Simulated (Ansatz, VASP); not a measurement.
**Two plane-wave programs on Rb**

INCAR

```
ALGO     = Normal         # electronic algorithm
EDIFF    = 1E-6           # SCF threshold, eV
ENCUT    = 500            # plane-wave cutoff, eV
GGA      = VW             # functional
GGA_COMPAT= F            
ISIF     = 2              # what is computed and relaxed
ISMEAR   = 0              # smearing method
LASPH    = T              # aspherical terms in the spheres
LCHARG   = F              # write CHGCAR
LREAL    = F              # projectors in reciprocal space
LWAVE    = F              # write WAVECAR
NBANDS   = 10             # bands
NELM     = 120            # most SCF steps
PREC     = Accurate       # precision mode
SIGMA    = 0.05           # smearing width, eV
```

Contents of KPOINTS:

```
k-points
0
Gamma
  7 7 7
```

The input POSCAR:

```
Rb
1.0
   -2.8025000000      2.8025000000      2.8025000000
    2.8025000000     -2.8025000000      2.8025000000
    2.8025000000      2.8025000000     -2.8025000000
Rb
1
Direct
    0.0000000000      0.0000000000      0.0000000000
```

Contents of input.yaml:

```yaml
crystal:
  lattice: { a: 5.605, b: 5.605, c: 5.605, alpha: 90.0, beta: 90.0, gamma: 90.0 }
  space_group: 229
  reduce_to_primitive: true
  atoms:
    - { symbol: Rb, wyckoff: "2a", position: [0.0, 0.0, 0.0] }
hamiltonian:
  xc: { exchange: slater, correlation: vwn5 }
  pseudopotentials: { kind: paw }
kpoints:
  mp_grid: { grid: [7, 7, 7] }
scf:
  occupations: { method: gaussian, width: 0.05 }
output:
  forces: true
  stress: true
  eigenvalues: true
  bader: true
  populations: intrinsic
```

Alike in both runs: functional SVWN5; k mesh 7 × 7 × 7; occupations gaussian, width 0.05 eV; no spin polarisation.

|  | VASP | Ansatz |
| --- | --- | --- |
| version | VASP 6.6.1 | Ansatz 0.2.0 |
| potentials or method | VASP PAW PBE potentials, release 64 (Rb_sv) | Ansatz PAW |
| plane-wave cutoff (eV) | 500 | 420 |
| valence electrons in the cell | 9 | 9 |
| task | single point | atomic charges |

```tsv
	VASP	Ansatz	Ansatz less VASP
gap on the k mesh at the Fermi level (eV)	none	none	-
pressure (GPa)	-0.4	-0.4	0.00
```

VASP's potentials were made for PBE, not for SVWN5. A gap of «none» marks a metal or a gap that the smearing closes. The functional is the same, so the differences come from potentials, cutoffs and numerics.
